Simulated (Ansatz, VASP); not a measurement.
## Li2S in VASP and in Ansatz

```
Li S
1.0
     0.00000    2.94491    2.94491
     2.94491    0.00000    2.94491
     2.94491    2.94491    0.00000
Li S
2 1
Direct
  0.25000 0.25000 0.25000
  0.75000 0.75000 0.75000
  0.00000 0.00000 0.00000
```

Alike in both runs: task single point; functional PBE; k mesh 8 × 8 × 8; occupations gaussian, width 0.02 eV; no spin polarisation.

```csv
,VASP,Ansatz
version,VASP 6.6.1,Ansatz 0.2.0
potentials or method,"VASP PAW PBE potentials, release 64 (Li_sv, S), cutoff 750 eV","scalar-relativistic, plane waves, PAW"
valence electrons in the cell,12,12
```

|  | VASP | Ansatz | Ansatz less VASP |
| --- | --- | --- | --- |
| gap on the k mesh at the Fermi level (eV) | 3.43 | 3.44 | +0.006 |
| least direct gap on the mesh (eV) | 3.78 | 3.78 | +0.001 |
| pressure (GPa) | -3.4 | -3.2 | +0.22 |
